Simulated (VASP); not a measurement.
Set up this calculation in VASP 6.6.1, as the native input.

* Task: single point
* Functional: PBEsol
* Potentials or basis: VASP PAW PBE potentials, release 64 (Ba_sv)
* Cutoff: 520 eV
* k mesh: 14 × 14 × 14
* Occupations: gaussian, width 0.15 eV
* Spin: no spin polarisation
* Dipole correction: no
* Further INCAR settings: ALGO = Fast; EDIFF = 1e-06; NBANDS = 11

The structure of Ba lies in POSCAR:

```
Ba
1.0
    0.0000000000      2.8801220916      4.0724926375
    2.8801220916      0.0000000000      4.0724926375
    2.8801220916      2.8801220916      0.0000000000
Ba
1
Direct
    0.0000000000      0.0000000000      0.0000000000
```

This cell differs from its parent crystal: ratio of the length along z to the lengths across it x 1.414, volume and fractional coordinates fixed.

The input as run:

INCAR

```
PREC = Accurate
ENCUT = 520
EDIFF = 1E-6
ISMEAR = 0
SIGMA = 0.15
LREAL = False
LASPH = True
NELM = 80
ALGO = Fast
ISIF = 2
LWAVE = False
LCHARG = False
GGA = PS
NBANDS = 11
```

KPOINTS

```
Automatic mesh
0
Gamma
  14 14 14
```

Potentials or basis: VASP PAW PBE potentials, release 64 (Ba_sv).

The run is started by

```console
$ cat potpaw_PBE.64/Ba_sv/POTCAR > POTCAR
$ mpirun -np 1 vasp_std > vasp.out
```

Results of the run:

| Property | Result |
| --- | --- |
| Pressure | -0.9 GPa |
| Band gap on the k mesh | zero (band 5 reaches 1.40 eV, above the bottom of band 6 at 1.33 eV) |

Caveat: the PAW data sets were made with another functional, which shifts forces and pressure a little; spin-orbit coupling is left out, which moves the levels of the heavy elements.

Wall time 2.7 min on 1 thread of AMD EPYC 7R13 Processor (Zen 3) (shared host), peak memory 0.31 GiB.
